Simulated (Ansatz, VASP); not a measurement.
BN: VASP beside Ansatz

```
B N
1.0
     2.54057    0.00000    0.00000
    -1.27029    2.20020    0.00000
     0.00000    0.00000    4.20264
B N
2 2
Cartesian
  1.2703 0.7334 4.2015
  0.0000 1.4668 2.1002
  1.2703 0.7334 2.6278
  0.0000 1.4668 0.5264
```

Alike in both runs: functional PBEsol; k mesh 12 × 12 × 6; occupations gaussian, width 0.02 eV; no spin polarisation.

Ansatz relaxed the structure, and its values are those at the end. VASP's run is a single point on that final structure, the one shown.

```csv
,VASP,Ansatz
version,VASP 6.6.1,Ansatz 0.2.0
potentials or method,"VASP PAW PBE potentials, release 64 (B, N), cutoff 600 eV","scalar-relativistic, plane waves, PAW"
valence electrons in the cell,16,16
```

|  | VASP | Ansatz | Ansatz less VASP |
| --- | --- | --- | --- |
| gap on the k mesh at the Fermi level (eV) | 4.95 | 4.96 | +0.013 |
| least direct gap on the mesh (eV) | 8.23 | 8.23 | +0.001 |
| pressure (GPa) | 0.5 | 0.0 | -0.51 |

VASP's potentials were made for PBE, not for PBEsol, and Ansatz warns of the same on its side. With one functional, cell and mesh, what is left measures potentials, basis and numerics.
